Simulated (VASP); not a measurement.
# SnSe (F-43m) in VASP: settings compared

Aim: see how the results for SnSe move with the level of theory and the settings. Levels: r2SCAN, PBE. Tasks: single point.

All numbers are computed with VASP 6.6.1; they aren't measurements. Logs are shortened: lines on timing, memory, paths and dates and some standing lists are left out, and cuts for length are marked.

## Step 1: The cell of the first run

Symmetry: F-43m, No. 216, cubic system. The conventional cell has a = 6.728 Å, b = 6.728 Å, c = 6.728 Å, α = 90.00°, β = 90.00°, γ = 90.00°. Sn (site symmetry -43m) has 4 Se at 2.91 Å within 3.8 Å. Se (site symmetry -43m) has 4 Sn at 2.91 Å within 3.8 Å.

## Step 2: Single point, r2SCAN

Contents of POSCAR:

```
SnSe
1.0
    0.0000000000      3.3639844462      3.3639844462
    3.3639844462      0.0000000000      3.3639844462
    3.3639844462      3.3639844462      0.0000000000
Sn Se
1 1
Direct
    0.0000000000      0.0000000000      0.0000000000
    0.2500000000      0.2500000000      0.2500000000
```

Contents of INCAR.step1:

```
SYSTEM = SnSe
PREC = Accurate
ENCUT = 520
ISMEAR = -1
SIGMA = 0.02
LREAL = .False.
LASPH = .True.
NELM = 100
NBANDS = 17
GGA = PE
ALGO = Normal
EDIFF = 1E-4
LWAVE = .True.
LCHARG = .False.
```

Contents of INCAR.step2:

```
SYSTEM = SnSe
PREC = Accurate
ENCUT = 520
EDIFF = 1E-6
ISMEAR = -1
SIGMA = 0.02
LREAL = .False.
LASPH = .True.
NELM = 100
ALGO = Normal
ISIF = 2
LWAVE = .False.
LCHARG = .False.
METAGGA = R2SCAN
LMIXTAU = .True.
NBANDS = 17
ISTART = 1
```

Contents of KPOINTS:

```
regular mesh
0
Gamma
  6 6 6
  0 0 0
```

Potentials or basis: VASP PAW PBE potentials, release 64 (Sn_d, Se).

On the command line:

```bash
> cat potpaw_PBE.64/Sn_d/POTCAR potpaw_PBE.64/Se/POTCAR > POTCAR
> cp INCAR.step1 INCAR
> mpirun -np 1 vasp_std > vasp.out
> cp INCAR.step2 INCAR
> mpirun -np 1 vasp_std > vasp.out
```

OUTCAR:

```text
SYSTEM = SnSe
   PREC = Accurate
   ENCUT = 520
   EDIFF = 1E-6
   ISMEAR = -1
   LREAL = .False.
   LASPH = .True.
   NELM = 100
   ISIF = 2
   METAGGA = R2SCAN
   ISTART = 1

 ion  position               nearest neighbor table
   1  0.000  0.000  0.000-   2 2.91   2 2.91   2 2.91   2 2.91
   2  0.250  0.250  0.250-   1 2.91   1 2.91   1 2.91   1 2.91

  LATTYP: Found a face centered cubic cell.
 ALAT       =     6.7279688924

  Lattice vectors:

 A1 = (   0.0000000000,   3.3639844462,   3.3639844462)
 A2 = (   3.3639844462,   0.0000000000,   3.3639844462)
 A3 = (   3.3639844462,   3.3639844462,   0.0000000000)

Analysis of symmetry for initial positions (statically):
=====================================================================
 Subroutine PRICEL returns:
 Original cell was already a primitive cell.

 Routine SETGRP: Setting up the symmetry group for a
 face centered cubic supercell.

 Subroutine GETGRP returns: Found 24 space group operations
 (whereof 24 operations were pure point group operations)
 out of a pool of 48 trial point group operations.

The static configuration has the point symmetry T_d .

Analysis of symmetry for dynamics (positions and initial velocities):
=====================================================================
 Subroutine PRICEL returns:
 Original cell was already a primitive cell.

 Routine SETGRP: Setting up the symmetry group for a
 face centered cubic supercell.

 Subroutine GETGRP returns: Found 24 space group operations
 (whereof 24 operations were pure point group operations)
 out of a pool of 48 trial point group operations.

The dynamic configuration has the point symmetry T_d .

 Subroutine INISYM returns: Found 24 space group operations
 (whereof 24 operations are pure point group operations),
 and found     1 'primitive' translations

----------------------------------------------------------------------------------------

                                     Primitive cell

  volume of cell :      76.1363

  direct lattice vectors                    reciprocal lattice vectors
     0.000000000  3.363984446  3.363984446    -0.148633267  0.148633267  0.148633267
     3.363984446  0.000000000  3.363984446     0.148633267 -0.148633267  0.148633267
     3.363984446  3.363984446  0.000000000     0.148633267  0.148633267 -0.148633267

  length of vectors
[... 69 lines left out ...]
   LSORBIT =      F    spin-orbit coupling
   LASPH  =      T    aspherical Exc in radial PAW
   ENCUT  =  520.0 eV  38.22 Ry    6.18 a.u.   8.85  8.85  8.85*2*pi/ulx,y,z
   NELM   =    100;   NELMIN=  2; NELMDL=  0     # of ELM steps
   EDIFF  = 0.1E-05   stopping-criterion for ELM
   LREAL  =      F    real-space projection
   EDIFFG = 0.1E-04   stopping-criterion for IOM
   NSW    =      0    number of steps for IOM
   IBRION =     -1    ionic relax: 0-MD 1-quasi-New 2-CG
   NFREE  =      0    steps in history (QN), initial steepest desc. (CG)
   ISIF   =      2    stress and relaxation
   ISYM   =      2    0-nonsym 1-usesym 2-fastsym
   POTIM  = 0.5000    time-step for ionic-motion
   TEBEG  =    0.0;   TEEND  =   0.0 temperature during run
   PSTRESS=    0.0 pullay stress
   NELECT =      20.0000    total number of electrons
   NUPDOWN=      -1.0000    fix difference up-down
   EMIN   =  10.00;   EMAX   =-10.00  energy-range for DOS
   EFERMI =   0.00;   METHOD = LEGACY
   ISMEAR =    -1;   SIGMA  =   0.02  broadening in eV -4-tet -1-fermi 0-gaus
   EFERMI_NEDOS =   21; number of points for ismear=-14 and -15
   IALGO  =     38    algorithm
   IMIX   =      4    mixing-type and parameters
     AMIX     =   0.40;   BMIX     =  1.00
     AMIX_MAG =   1.60;   BMIX_MAG =  1.00
  volume/ion in A,a.u.               =      38.07       256.90
  Fermi-wavevector in a.u.,A,eV,Ry     =   1.048466  1.981313 14.956614  1.099280
  Thomas-Fermi vector in A             =   2.183388
   LORBIT       =      0    0 simple, 1 ext, 2 COOP (PROOUT), +10 PAW based schemes
   METAGGA = R2SCAN    functional components
   LHFCALC =     F    Hartree Fock is set to
   AEXX    =    0.0000 exact exchange contribution
   IVDW    =     0    specifies the selected vdW correction
   LEPSILON=     F    determine dielectric tensor
   LRPA    =     F    only Hartree local field effects (RPA)
 non-spin polarized calculation
  energy-cutoff  :      520.00
  volume of cell :       76.14
 maximum number of plane-waves:      2085
   NGX = 17   NGY = 17   NGZ = 17

 number of electron      20.0000008 magnetization

 Free energy of the ion-electron system (eV)
  ---------------------------------------------------
  ext. energy  EPLUGINS =         0.00000000
  ---------------------------------------------------
  free energy    TOTEN  =       -39.28952705 eV

  energy without entropy =      -39.28947305  energy(sigma->0) =      -39.28950005

 E-fermi :   2.8712     XC(G=0):  -8.3770

 val. band max:        2.7453116877   @ k =  -0.3333   0.5000   0.1667
 cond. band min:       2.9693236943   @ k =   0.5000   0.5000   0.0000
 fundamental gap:      0.2240120066
 Fermi energy:         2.8712353437

 k-point     1 :       0.0000    0.0000    0.0000
  band No.  band energies     occupation
      1     -19.6192      2.00000
      2     -19.6192      2.00000
      3     -19.6192      2.00000
      4     -19.6012      2.00000
      5     -19.6012      2.00000
      6     -11.0112      2.00000
[... 297 lines left out ...]
      4     -19.6024      2.00000
      5     -19.5995      2.00000
      6     -10.3385      2.00000
[... 9 lines left out ...]
     16      12.1746      0.00000
     17      12.3205      0.00000

------------------------ aborting loop because EDIFF is reached ----------------------------------------

  FORCE on cell =-STRESS in cart. coord.  units (eV):
  Direction    XX          YY          ZZ          XY          YZ          ZX
  --------------------------------------------------------------------------------------
  -------------------------------------------------------------------------------------
  Total       -0.0041403     -0.0041403     -0.0041403     -0.0000000      0.0000000     -0.0000000
  in kB       -0.0871261     -0.0871261     -0.0871261     -0.0000000      0.0000000     -0.0000000
  external PRESSURE =      -0.0871261 kB  Pullay stress =       0.0000000 kB

 VOLUME and BASIS-vectors are now :
 -----------------------------------------------------------------------------
  energy-cutoff  :      520.00
  volume of cell :       76.14
      direct lattice vectors                 reciprocal lattice vectors
     0.000000000  3.363984446  3.363984446    -0.148633267  0.148633267  0.148633267
     3.363984446  0.000000000  3.363984446     0.148633267 -0.148633267  0.148633267
     3.363984446  3.363984446  0.000000000     0.148633267  0.148633267 -0.148633267

 POSITION                                       TOTAL-FORCE (eV/Angst)
 -----------------------------------------------------------------------------------
      0.00000      0.00000      0.00000         0.000000      0.000000     -0.000000
      1.68199      1.68199      1.68199        -0.000000     -0.000000      0.000000
 -----------------------------------------------------------------------------------
    total drift:                                0.000003      0.000003      0.000003

  FREE ENERGIE OF THE ION-ELECTRON SYSTEM (eV)
  ---------------------------------------------------
  free  energy   TOTEN  =       -39.2895270517 eV

  energy  without entropy=      -39.2894730549  energy(sigma->0) =      -39.28950005
```

OUTCAR.step1:

```text
SYSTEM = SnSe
   PREC = Accurate
   ENCUT = 520
   ISMEAR = -1
   LREAL = .False.
   LASPH = .True.
[... 529 lines left out ...]
      0.00000      0.00000      0.00000        -0.000000     -0.000000     -0.000000
      1.68199      1.68199      1.68199         0.000000      0.000000      0.000000
 -----------------------------------------------------------------------------------
    total drift:                               -0.000000     -0.000000     -0.000000

  FREE ENERGIE OF THE ION-ELECTRON SYSTEM (eV)
  ---------------------------------------------------
  free  energy   TOTEN  =        -7.7504346112 eV

  energy  without entropy=       -7.7501817812  energy(sigma->0) =       -7.75030820
```

Wall time 73 s (1 thread of Intel Xeon Platinum 8488C (Sapphire Rapids), shared host); peak memory 0.21 GiB.

What came out:

| Quantity | Value |
| --- | --- |
| Free energy | -39.2895 eV |
| Pressure | 0.0 GPa |
| Band gap on the k mesh | 0.22 eV, indirect (least direct gap 0.74 eV) |

Levels at points of the mesh, in eV from the valence-band top:
| k point | band 7 | band 8 | band 9 | band 10 | band 11 | band 12 | band 13 | band 14 |
| --- | --- | --- | --- | --- | --- | --- | --- | --- |
| (0.00, 0.00, 0.00) | -5.22 | -2.36 | -2.36 | -2.36 | 1.73 | 1.73 | 1.73 | 5.13 |
| (0.50, 0.00, 0.00) | -7.32 | -2.89 | -2.89 | -2.09 | 2.52 | 2.52 | 3.66 | 6.70 |
| (0.50, 0.50, 0.00) | -7.61 | -3.60 | -3.60 | -0.51 | 0.22 | 4.75 | 4.75 | 5.97 |

Caveat: the PAW data sets were made with another functional, which shifts forces and pressure a little; spin-orbit coupling is left out, which moves the levels of the heavy elements. A k mesh can miss the band edges.

## Step 3: Single point, r2SCAN

POSCAR is that of step 2.

Contents of INCAR.step1:

```
  PREC = Accurate
  ENCUT = 520
  ISMEAR = -1
  SIGMA = 0.02
  LREAL = False
  LASPH = True
  NELM = 100
  NBANDS = 17
  GGA = PE
  ALGO = Normal
  EDIFF = 1E-4
  LWAVE = True
  LCHARG = False
```

Contents of INCAR.step2:

```
  PREC = Accurate
  ENCUT = 520
  EDIFF = 1E-7
  ISMEAR = -1
  SIGMA = 0.02
  LREAL = False
  LASPH = True
  NELM = 100
  ALGO = Normal
  ISIF = 2
  LWAVE = False
  LCHARG = False
  METAGGA = R2SCAN
  LMIXTAU = True
  NBANDS = 17
  ISTART = 1
```

Contents of KPOINTS:

```
Automatic mesh
0
Gamma
  6 6 6
```

Potentials or basis: VASP PAW PBE potentials, release 64 (Sn_d, Se).

On the command line:

```bash
> cat potpaw_PBE.64/Sn_d/POTCAR potpaw_PBE.64/Se/POTCAR > POTCAR
> cp INCAR.step1 INCAR
> mpirun -np 1 vasp_std > vasp.out
> cp INCAR.step2 INCAR
> mpirun -np 1 vasp_std > vasp.out
```

Run time: 93 s. Hardware: 1 thread of Intel Xeon Platinum 8488C (Sapphire Rapids), shared host; peak memory 0.21 GiB.

Results (log left out):

- Free energy: -39.2895 eV
- Pressure: 0.0 GPa
- Band gap on the k mesh: 0.22 eV, indirect (least direct gap 0.74 eV)

Levels at points of the mesh, in eV from the valence-band top:
```tsv
k point	band 8	band 9	band 10	band 11	band 12	band 13
(0.00, 0.00, 0.00)	-2.36	-2.36	-2.36	1.73	1.73	1.73
(0.50, 0.00, 0.00)	-2.89	-2.89	-2.09	2.52	2.52	3.66
(0.50, 0.50, 0.00)	-3.60	-3.60	-0.51	0.22	4.75	4.75
```

Caveat: the PAW data sets were made with another functional, which shifts forces and pressure a little; spin-orbit coupling is left out, which moves the levels of the heavy elements.

## Step 4: Single point, PBE

This run uses another cell than the first one, of 38.93 Å³/atom, 1.023 times its volume.

Contents of INCAR:

```
PREC = Accurate
ENCUT = 520
EDIFF = 1E-6
ISMEAR = -1
SIGMA = 0.02
LREAL = F
LASPH = T
NELM = 80
ALGO = Normal
ISIF = 2
LWAVE = F
LCHARG = F
GGA = PE
NBANDS = 17
```

Contents of KPOINTS:

```
regular mesh
0
Gamma
  8 8 8
```

Contents of POSCAR:

```
SnSe
1.0
    0.0000000000      3.3891331749      3.3891331749
    3.3891331749      0.0000000000      3.3891331749
    3.3891331749      3.3891331749      0.0000000000
Sn Se
1 1
Direct
    0.0000000000      0.0000000000      0.0000000000
    0.2500000000      0.2500000000      0.2500000000
```

On the command line:

```bash
> cat potpaw_PBE.64/Sn_d/POTCAR potpaw_PBE.64/Se/POTCAR > POTCAR
> mpirun -np 1 vasp_std > vasp.out
```

Run time: 41 s. Hardware: 1 thread of Intel Xeon Platinum 8488C (Sapphire Rapids), shared host; peak memory 0.21 GiB.

Results (log left out):

```
Free energy            : -7.7552 eV
Pressure               : 0.0 GPa
Band gap on the k mesh : 0.05 eV, indirect (least direct gap 0.68 eV)
```

Levels at points of the mesh, in eV from the valence-band top:
```tsv
k point	band 8	band 9	band 10	band 11	band 12	band 13
(0.00, 0.00, 0.00)	-2.24	-2.24	-2.24	1.47	1.47	1.47
(0.50, 0.00, 0.00)	-2.74	-2.74	-2.17	2.22	2.22	3.27
(0.50, 0.50, 0.00)	-3.41	-3.41	-0.63	0.05	4.25	4.25
```

Caveat: spin-orbit coupling is left out, which moves the levels of the heavy elements.
